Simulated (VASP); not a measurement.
Here is a VASP 6.6.1 calculation.

Contents of INCAR:

```
SYSTEM = BaZrO3
ALGO     = Normal         ! electronic algorithm
EDIFF    = 1E-7           ! SCF threshold, eV
ENCUT    = 520            ! plane-wave cutoff, eV
GGA      = PE             ! functional
ISIF     = 2              ! what is computed and relaxed
ISMEAR   = 0              ! smearing method
LASPH    = .TRUE.         ! aspherical terms in the spheres
LCHARG   = .TRUE.         ! write CHGCAR
LELF     = .TRUE.         ! ELF
LREAL    = .FALSE.        ! projectors in reciprocal space
LVHAR    = .TRUE.       
LWAVE    = .FALSE.        ! write WAVECAR
NBANDS   = 28             ! bands
NELM     = 60             ! most SCF steps
PREC     = Accurate       ! precision mode
SIGMA    = 0.02           ! smearing width, eV
```

The input KPOINTS:

```
k-points
0
G
  6 6 6
  0 0 0
```

File POSCAR:

```
BaZrO3
1.0
    4.4170183552      0.0000000000      0.0000000000
    0.0000000000      4.4170183552      0.0000000000
    0.0000000000      0.0000000000      4.1384716301
Ba Zr O
1 1 3
Direct
    0.0000000000      0.0000000000      0.0000000000
    0.5000000000      0.5000000000      0.5000000000
    0.5000000000      0.0000000000      0.5000000000
    0.5000000000      0.5000000000      0.0000000000
    0.0000000000      0.5000000000      0.5000000000
```

Potentials or basis: VASP PAW PBE potentials, release 64 (Ba_sv, Zr_sv, O).

Run with:

```console
$ cat potpaw_PBE.64/Ba_sv/POTCAR potpaw_PBE.64/Zr_sv/POTCAR potpaw_PBE.64/O/POTCAR > POTCAR
$ mpirun -np 1 vasp_std > vasp.out
```

(1) Estimate the band gap on the k mesh.

(2) What does it give for the pressure?

Answers

(1) 2.79 eV, indirect (least direct gap 3.05 eV).

(2) -7.0 GPa.

Caveat: the cell differs from its parent crystal (biaxial strain in the a-b plane: +4.5 %, then relaxed in part); spin-orbit coupling is left out, which moves the levels of the heavy elements.
